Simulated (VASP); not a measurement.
The system is ZrSnI6.

```
CELL_PARAMETERS angstrom
0.00000 5.62867 5.62867
5.62867 0.00000 5.62867
5.62867 5.62867 0.00000
ATOMIC_POSITIONS crystal
Zr 0.50000 0.50000 0.50000
Sn 0.00000 0.00000 0.00000
I 0.74762 0.25238 0.25238
I 0.25238 0.74762 0.74762
I 0.25238 0.74762 0.25238
I 0.74762 0.25238 0.74762
I 0.25238 0.25238 0.74762
I 0.74762 0.74762 0.25238
```

- Program: VASP 6.6.1
- Task: relaxation of cell and atoms
- Functional: PBEsol
- Potentials or basis: VASP PAW PBE potentials, release 64 (Zr_sv, Sn_d, I)
- Cutoff: 500 eV
- k mesh: 4 × 4 × 4
- Occupations: fermi-dirac, width 0.03 eV
- Spin: no spin polarisation

At the start: pressure 4.6 GPa; volume 44.58 Å³/atom.

Question: Where does the relaxation end?

Answer: Over 7 steps the energy falls by 117.1 meV/atom and the volume is 52.20 Å³/atom (+17.1 %); space group Fm-3m (No. 225, to 0.1 Å) before and after.

The path:
```csv
step,energy change (eV),largest force (eV/Å),pressure (GPa),volume (Å³)
1,0.0000,0.8227,4.58,356.65
2,-0.7712,0.6882,-0.99,426.55
3,-0.7957,0.6881,-0.33,413.97
4,-0.9033,0.3279,-0.03,412.91
5,-0.9318,0.0059,0.29,412.02
6,-0.9368,0.0071,-0.03,418.15
7,-0.9369,0.0068,-0.01,417.58
```

Final structure:
```
CELL_PARAMETERS angstrom
0.00000 5.93250 5.93250
5.93250 0.00000 5.93250
5.93250 5.93250 0.00000
ATOMIC_POSITIONS crystal
Zr 0.50000 0.50000 0.50000
Sn 0.00000 0.00000 0.00000
I 0.73884 0.26116 0.26116
I 0.26116 0.73884 0.73884
I 0.26116 0.73884 0.26116
I 0.73884 0.26116 0.73884
I 0.26116 0.26116 0.73884
I 0.73884 0.73884 0.26116
```

Caveat: the volume moved by over 15 % at a fixed basis, so the end points are rough; the PAW data sets were made with another functional, which shifts forces and pressure a little.
